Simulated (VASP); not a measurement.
# NaH8BrO4 in VASP: a series of runs

NaH8BrO4 is run at these levels: PBEsol; tasks: single point.

Program: VASP 6.6.1. These are calculated values, not measurements. Logs are shortened: lines on timing, memory, paths and dates and some standing lists are left out, and cuts for length are marked.

## Step 1: The cell of the first run

The cell holds a disordered packing, 14 atoms: a = 5.974 Å, b = 5.974 Å, c = 5.974 Å, α = 90.00°, β = 90.00°, γ = 90.00°.

## Step 2: Single point, PBEsol

INCAR

```
SYSTEM = NaH8BrO4
  PREC = Accurate
  ENCUT = 520
  EDIFF = 1E-6
  ISMEAR = -1
  SIGMA = 0.05
  LREAL = .FALSE.
  LASPH = .TRUE.
  NELM = 120
  ALGO = Normal
  ISIF = 2
  LWAVE = .FALSE.
  LCHARG = .FALSE.
  GGA = PS
  NBANDS = 36
  GGA_COMPAT = .FALSE.
```

KPOINTS

```
Automatic mesh
0
G
  1 1 1
  0 0 0
```

POSCAR

```
NaH8BrO4
1.0
    5.9739610000      0.0000000000      0.0000000000
    0.0000000000      5.9739610000      0.0000000000
    0.0000000000      0.0000000000      5.9739610000
O H Na Br
4 8 1 1
Direct
   -0.0154169068      0.9373010637      0.7072024742
    0.6015941517      0.7435770003      0.3774714967
    0.9075050875      0.4057776741      0.4133605827
    0.3700559813      0.1804832673      0.6449489710
   -0.0215602345      0.7695898919      0.6862281157
    0.0759462608      0.9421052464      0.8561823554
    0.5647174463      0.7190371681      0.2087224875
    0.4843185284      0.6510420808      0.4603143542
    1.0333344995      0.4843185284      0.3221982869
    0.7849231021      0.5156712607      0.4012915384
    0.3310701225      0.2716120845      0.7781938985
    0.2249261420      0.1341990683      0.5963380076
    0.7424554663      0.0626552467      0.5270539932
    0.2436239540      0.5131938424      0.0268665966
```

Potentials or basis: VASP PAW PBE potentials, release 64 (O, H, Na_pv, Br).

Command:

```console
$ cat potpaw_PBE.64/O/POTCAR potpaw_PBE.64/H/POTCAR potpaw_PBE.64/Na_pv/POTCAR potpaw_PBE.64/Br/POTCAR > POTCAR
$ mpirun -np 1 vasp_gam > vasp.out
```

OUTCAR:

```text
SYSTEM = NaH8BrO4
   PREC = Accurate
   ENCUT = 520
   EDIFF = 1E-6
   ISMEAR = -1
   LREAL = .FALSE.
   LASPH = .TRUE.
   NELM = 120
   ISIF = 2
   GGA = PS

 ion  position               nearest neighbor table
   1  0.985  0.937  0.707-   5 1.01   6 1.04  13 1.95
   2  0.602  0.744  0.377-   8 1.02   7 1.04  13 2.27
   3  0.908  0.406  0.413-  10 0.99   9 1.04  13 2.37
   4  0.370  0.180  0.645-  12 0.96  11 0.99
   5  0.978  0.770  0.686-   1 1.01
   6  0.076  0.942  0.856-   1 1.04
   7  0.565  0.719  0.209-   2 1.04
   8  0.484  0.651  0.460-   2 1.02
   9  0.033  0.484  0.322-   3 1.04
  10  0.785  0.516  0.401-   3 0.99
  11  0.331  0.272  0.778-   4 0.99
  12  0.225  0.134  0.596-   4 0.96
  13  0.742  0.063  0.527-   1 1.95   2 2.27   3 2.37
  14  0.244  0.513  0.027-

  LATTYP: Found a simple cubic cell.
 ALAT       =     5.9739610000

  Lattice vectors:

 A1 = (   5.9739610000,   0.0000000000,   0.0000000000)
 A2 = (   0.0000000000,   5.9739610000,   0.0000000000)
 A3 = (   0.0000000000,   0.0000000000,   5.9739610000)

Analysis of symmetry for initial positions (statically):
=====================================================================
 Subroutine PRICEL returns:
 Original cell was already a primitive cell.

 Routine SETGRP: Setting up the symmetry group for a
 simple cubic supercell.

 Subroutine GETGRP returns: Found  1 space group operations
 (whereof  1 operations were pure point group operations)
 out of a pool of 48 trial point group operations.

The static configuration has the point symmetry C_1 .

Analysis of symmetry for dynamics (positions and initial velocities):
=====================================================================
 Subroutine PRICEL returns:
 Original cell was already a primitive cell.

 Routine SETGRP: Setting up the symmetry group for a
 simple cubic supercell.

 Subroutine GETGRP returns: Found  1 space group operations
 (whereof  1 operations were pure point group operations)
 out of a pool of 48 trial point group operations.

The dynamic configuration has the point symmetry C_1 .

 Subroutine INISYM returns: Found  1 space group operations
 (whereof  1 operations are pure point group operations),
 and found     1 'primitive' translations

----------------------------------------------------------------------------------------

                                     Primitive cell

  volume of cell :     213.2000

  direct lattice vectors                    reciprocal lattice vectors
     5.973961000  0.000000000  0.000000000     0.167393125  0.000000000  0.000000000
     0.000000000  5.973961000  0.000000000     0.000000000  0.167393125  0.000000000
     0.000000000  0.000000000  5.973961000     0.000000000  0.000000000  0.167393125

  length of vectors
     5.973961000  5.973961000  5.973961000     0.167393125  0.167393125  0.167393125

  position of ions in fractional coordinates (direct lattice)
     0.984583093  0.937301064  0.707202474
     0.601594152  0.743577000  0.377471497
     0.907505087  0.405777674  0.413360583
     0.370055981  0.180483267  0.644948971
     0.978439765  0.769589892  0.686228116
     0.075946261  0.942105246  0.856182355
     0.564717446  0.719037168  0.208722487
     0.484318528  0.651042081  0.460314354
     0.033334500  0.484318528  0.322198287
     0.784923102  0.515671261  0.401291538
     0.331070123  0.271612084  0.778193898
     0.224926142  0.134199068  0.596338008
     0.742455466  0.062655247  0.527053993
     0.243623954  0.513193842  0.026866597

  ion indices of the primitive-cell ions
   primitive index   ion index
                 1           1
                 2           2
                 3           3
                 4           4
                 5           5
                 6           6
                 7           7
                 8           8
                 9           9
                10          10
                11          11
                12          12
                13          13
                14          14

----------------------------------------------------------------------------------------

 KPOINTS: Automatic mesh

Automatic generation of k-mesh.
 Grid dimensions read from file:
 generate k-points for:    1    1    1

 Generating k-lattice:

  Cartesian coordinates                     Fractional coordinates (reciprocal lattice)
     0.167393125  0.000000000  0.000000000     1.000000000  0.000000000  0.000000000
     0.000000000  0.167393125  0.000000000     0.000000000  1.000000000  0.000000000
     0.000000000  0.000000000  0.167393125     0.000000000  0.000000000  1.000000000

  Length of vectors
     0.167393125  0.167393125  0.167393125

  Shift w.r.t. Gamma in fractional coordinates (k-lattice)
     0.000000000  0.000000000  0.000000000

 Subroutine IBZKPT returns following result:
 ===========================================

 Found      1 irreducible k-points:

 Following reciprocal coordinates:
            Coordinates               Weight
  0.000000  0.000000  0.000000      1.000000
   k-points           NKPTS =      1   k-points in BZ     NKDIM =      1   number of bands    NBANDS=     36
   number of dos      NEDOS =    301   number of ions     NIONS =     14
   total plane-waves  NPLWV = 110592
   dimension x,y,z NGX =    48 NGY =   48 NGZ =   48
   dimension x,y,z NGXF=    96 NGYF=   96 NGZF=   96
   ions per type =               4   8   1   1
   NGX,Y,Z   is equivalent  to a cutoff of  13.36, 13.36, 13.36 a.u.
   NGXF,Y,Z  is equivalent  to a cutoff of  26.72, 26.72, 26.72 a.u.
 SYSTEM =  NaH8BrO4
   PREC   = accura    normal or accurate (medium, high low for compatibility)
   ISTART =      0    job   : 0-new  1-cont  2-samecut
   ICHARG =      2    charge: 1-file 2-atom 10-const
   ISPIN  =      1    spin polarized calculation?
   LNONCOLLINEAR =      F non collinear calculations
   LSORBIT =      F    spin-orbit coupling
   LASPH  =      T    aspherical Exc in radial PAW
   ENCUT  =  520.0 eV  38.22 Ry    6.18 a.u.  11.11 11.11 11.11*2*pi/ulx,y,z
   NELM   =    120;   NELMIN=  2; NELMDL= -5     # of ELM steps
   EDIFF  = 0.1E-05   stopping-criterion for ELM
   LREAL  =      F    real-space projection
   EDIFFG = 0.1E-04   stopping-criterion for IOM
   NSW    =      0    number of steps for IOM
   IBRION =     -1    ionic relax: 0-MD 1-quasi-New 2-CG
   NFREE  =      0    steps in history (QN), initial steepest desc. (CG)
   ISIF   =      2    stress and relaxation
   ISYM   =      2    0-nonsym 1-usesym 2-fastsym
   POTIM  = 0.5000    time-step for ionic-motion
   TEBEG  =    0.0;   TEEND  =   0.0 temperature during run
   PSTRESS=    0.0 pullay stress
   NELECT =      46.0000    total number of electrons
   NUPDOWN=      -1.0000    fix difference up-down
   EMIN   =  10.00;   EMAX   =-10.00  energy-range for DOS
   EFERMI =   0.00;   METHOD = LEGACY
   ISMEAR =    -1;   SIGMA  =   0.05  broadening in eV -4-tet -1-fermi 0-gaus
   EFERMI_NEDOS =   21; number of points for ismear=-14 and -15
   IALGO  =     38    algorithm
   IMIX   =      4    mixing-type and parameters
     AMIX     =   0.40;   BMIX     =  1.00
     AMIX_MAG =   1.60;   BMIX_MAG =  1.00
  volume/ion in A,a.u.               =      15.23       102.77
  Fermi-wavevector in a.u.,A,eV,Ry     =   0.981895  1.855513 13.117620  0.964118
  Thomas-Fermi vector in A             =   2.112936
   LORBIT       =      0    0 simple, 1 ext, 2 COOP (PROOUT), +10 PAW based schemes
   GGA     = PS    functional components
   LHFCALC =     F    Hartree Fock is set to
   AEXX    =    0.0000 exact exchange contribution
   IVDW    =     0    specifies the selected vdW correction
   LEPSILON=     F    determine dielectric tensor
   LRPA    =     F    only Hartree local field effects (RPA)
 non-spin polarized calculation
  energy-cutoff  :      520.00
  volume of cell :      213.20
 maximum number of plane-waves:      2872
 NGX is ok and might be reduce to    48
   NGX = 23   NGY = 23   NGZ = 23

 number of electron      45.9999999 magnetization

 Free energy of the ion-electron system (eV)
  ---------------------------------------------------
  ext. energy  EPLUGINS =         0.00000000
  ---------------------------------------------------
  free energy    TOTEN  =       -64.22872123 eV

  energy without entropy =      -64.22872123  energy(sigma->0) =      -64.22872123

 E-fermi :  -1.5965     XC(G=0):  -6.2827

 val. band max:       -2.8271897837   @ k =   0.0000   0.0000   0.0000
 cond. band min:       0.6606183933   @ k =   0.0000   0.0000   0.0000
 fundamental gap:      3.4878081770
 Fermi energy:        -1.5965251737

 k-point     1 :       0.0000    0.0000    0.0000
  band No.  band energies     occupation
      1     -24.1682      2.00000
      2     -23.9758      2.00000
      3     -23.9234      2.00000
      4     -22.5108      2.00000
      5     -22.3892      2.00000
      6     -21.6673      2.00000
[... 27 lines left out ...]
     34       7.1135      0.00000
     35       7.3887      0.00000
 [bands above 35 left out]

------------------------ aborting loop because EDIFF is reached ----------------------------------------

  FORCE on cell =-STRESS in cart. coord.  units (eV):
  Direction    XX          YY          ZZ          XY          YZ          ZX
  --------------------------------------------------------------------------------------
  -------------------------------------------------------------------------------------
  Total        1.2527027     -1.4081484     -3.0921239     -2.4667267      0.5684080      1.5253524
  in kB        9.4139407    -10.5820999    -23.2370137    -18.5372140      4.2715314     11.4628769
  external PRESSURE =      -8.1350576 kB  Pullay stress =       0.0000000 kB

 VOLUME and BASIS-vectors are now :
 -----------------------------------------------------------------------------
  energy-cutoff  :      520.00
  volume of cell :      213.20
      direct lattice vectors                 reciprocal lattice vectors
     5.973961000  0.000000000  0.000000000     0.167393125  0.000000000  0.000000000
     0.000000000  5.973961000  0.000000000     0.000000000  0.167393125  0.000000000
     0.000000000  0.000000000  5.973961000     0.000000000  0.000000000  0.167393125

 POSITION                                       TOTAL-FORCE (eV/Angst)
 -----------------------------------------------------------------------------------
      5.88186      5.59940      4.22480         2.301859     -2.119557      3.077684
      3.59390      4.44210      2.25500        -1.243305     -1.185480     -0.973011
      5.42140      2.42410      2.46940         1.093152      0.602851     -0.350119
      2.21070      1.07820      3.85290         1.341823      0.348522      0.217189
      5.84516      4.59750      4.09950         0.198423      0.887031      0.122212
      0.45370      5.62810      5.11480        -1.156678     -0.083091     -2.068734
      3.37360      4.29550      1.24690        -0.201147     -0.033772      1.946408
      2.89330      3.88930      2.74990         0.891033      0.964532     -1.053537
      0.19914      2.89330      1.92480        -0.964181     -1.205566      0.443483
      4.68910      3.08060      2.39730        -0.091439      0.198625     -0.036273
      1.97780      1.62260      4.64890         0.248382      0.352960      0.199017
      1.34370      0.80170      3.56250        -0.948235     -0.532120     -0.611402
      4.43540      0.37430      3.14860        -1.639299      1.288633     -0.962388
      1.45540      3.06580      0.16050         0.169611      0.516430      0.049470
 -----------------------------------------------------------------------------------
    total drift:                                0.000297      0.000417     -0.000229

  FREE ENERGIE OF THE ION-ELECTRON SYSTEM (eV)
  ---------------------------------------------------
  free  energy   TOTEN  =       -64.2287212254 eV

  energy  without entropy=      -64.2287212253  energy(sigma->0) =      -64.22872123
```

It took 34 s on 1 thread of Intel Xeon 8259CL, shared host; peak memory 0.3 GiB.

What came out:

```
Free energy   : -64.2287 eV
Pressure      : -0.8 GPa
Largest force : 4.389 eV/Å
```

Forces on the atoms (eV/Å):
```
O    2.302 -2.120  3.078
O   -1.243 -1.185 -0.973
O    1.093  0.603 -0.350
O    1.342  0.349  0.217
H    0.198  0.887  0.122
H   -1.157 -0.083 -2.069
H   -0.201 -0.034  1.946
H    0.891  0.965 -1.054
H   -0.964 -1.206  0.443
H   -0.091  0.199 -0.036
H    0.248  0.353  0.199
H   -0.948 -0.532 -0.611
Na  -1.639  1.289 -0.962
Br   0.170  0.516  0.049
```

Stress tensor (GPa, compression positive):
```
 0.94 -1.85  1.15
-1.85 -1.06  0.43
 1.15  0.43 -2.32
```

Caveat: the k points lie up to 1.05 Å⁻¹ apart; the PAW data sets were made with another functional, which shifts forces and pressure a little.

[end of part 1 of 3]
